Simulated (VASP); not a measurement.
Wanted: the native input for a VASP 6.6.1 run.

| Property | Result |
| --- | --- |
| Task | single point |
| Functional | PBE |
| Potentials or basis | VASP PAW PBE potentials, release 64 (Zn, S) |
| Cutoff | 520 eV |
| k mesh | 13 × 13 × 13 |
| Occupations | fermi-dirac, width 0.1 eV |
| Spin | no spin polarisation |
| Dipole correction | no |
| Further INCAR settings | ALGO = Normal; EDIFF = 1e-06; NBANDS = 16 |

The structure of ZnS (zincblende type) lies in POSCAR:

```
ZnS
1.0
    0.0000000000      2.5670855599      2.5670855599
    2.5670855599      0.0000000000      2.5670855599
    2.5670855599      2.5670855599      0.0000000000
Zn S
1 1
Direct
    0.0000000000      0.0000000000      0.0000000000
    0.2500000000      0.2500000000      0.2500000000
```

These files were run (other wordings do the same):

INCAR

```
SYSTEM = ZnS
ALGO = Normal
EDIFF = 1E-6
ENCUT = 520
GGA = PE
ISIF = 2
ISMEAR = -1
LASPH = .TRUE.
LCHARG = .FALSE.
LREAL = .FALSE.
LWAVE = .FALSE.
NBANDS = 16
NELM = 60
PREC = Accurate
SIGMA = 0.1
```

KPOINTS

```
k-points
0
G
  13 13 13
  0 0 0
```

Potentials or basis: VASP PAW PBE potentials, release 64 (Zn, S).

Command:

```bash
$ cat potpaw_PBE.64/Zn/POTCAR potpaw_PBE.64/S/POTCAR > POTCAR
$ mpirun -np 1 vasp_std > vasp.out
```

Results of the run:

The pressure is 18.3 GPa and the band gap on the k mesh is 2.82 eV, direct.

Run time: 18 s on 1 thread of Intel(R) Xeon(R) 6975P-C (Granite Rapids), with other jobs on the host, peak memory 0.18 GiB.
